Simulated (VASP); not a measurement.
Write the native input for VASP 6.6.1 that does the following.

* Task: single point
* Functional: r2SCAN
* Potentials or basis: VASP PAW PBE potentials, release 64 (Pb_d, Se)
* Cutoff: 520 eV
* k mesh: 8 × 8 × 8
* Occupations: gaussian, width 0.01 eV
* Spin: no spin polarisation
* Dipole correction: no
* Further INCAR settings: ALGO = Normal; EDIFF = 1e-07; NBANDS = 17

The system is PbSe.

```xyz
2
Lattice="0.0000 3.1634 3.0887 3.1634 0.0000 3.0887 3.1634 3.1634 0.0000" Properties=species:S:1:pos:R:3 pbc="T T T"
Pb    0.0000    0.0000    0.0000
Se    3.1634    3.1634    3.0887
```

This cell differs from its parent crystal: biaxial xy strain +2.4%.

One way to write it, as run:

POSCAR

```
PbSe
1.0
    0.0000000000      3.1634488067      3.0887022131
    3.1634488067      0.0000000000      3.0887022131
    3.1634488067      3.1634488067      0.0000000000
Pb Se
1 1
Direct
    0.0000000000      0.0000000000      0.0000000000
    0.5000000000      0.5000000000      0.5000000000
```

INCAR.step1

```
SYSTEM = PbSe
PREC = Accurate
ENCUT = 520
ISMEAR = 0
SIGMA = 0.01
LREAL = .FALSE.
LASPH = .TRUE.
NELM = 100
NBANDS = 17
GGA = PE
ALGO = Normal
EDIFF = 1E-4
LWAVE = .TRUE.
LCHARG = .FALSE.
```

INCAR.step2

```
SYSTEM = PbSe
PREC = Accurate
ENCUT = 520
EDIFF = 1E-7
ISMEAR = 0
SIGMA = 0.01
LREAL = .FALSE.
LASPH = .TRUE.
NELM = 100
ALGO = Normal
ISIF = 2
LWAVE = .FALSE.
LCHARG = .TRUE.
METAGGA = R2SCAN
LMIXTAU = .TRUE.
LELF = .TRUE.
LVHAR = .TRUE.
NBANDS = 17
ISTART = 1
```

KPOINTS

```
regular mesh
0
G
  8 8 8
  0 0 0
```

Potentials or basis: VASP PAW PBE potentials, release 64 (Pb_d, Se).

Run with:

```console
$ cat potpaw_PBE.64/Pb_d/POTCAR potpaw_PBE.64/Se/POTCAR > POTCAR
$ cp INCAR.step1 INCAR
$ mpirun -np 1 vasp_std > vasp.out
$ cp INCAR.step2 INCAR
$ mpirun -np 1 vasp_std > vasp.out
```

Results of the run:

```json
{
  "Pressure": "-2.1 GPa",
  "Band gap on the k mesh": "0.80 eV"
}
```

Caveat: the cell differs from its parent crystal (biaxial xy strain +2.4%); the PAW data sets were made with another functional, which shifts forces and pressure a little; spin-orbit coupling is left out, which moves the levels of the heavy elements.

Run time: 8.8 min on 1 thread of Intel Xeon 8259CL, with other jobs on the host, peak memory 0.26 GiB.
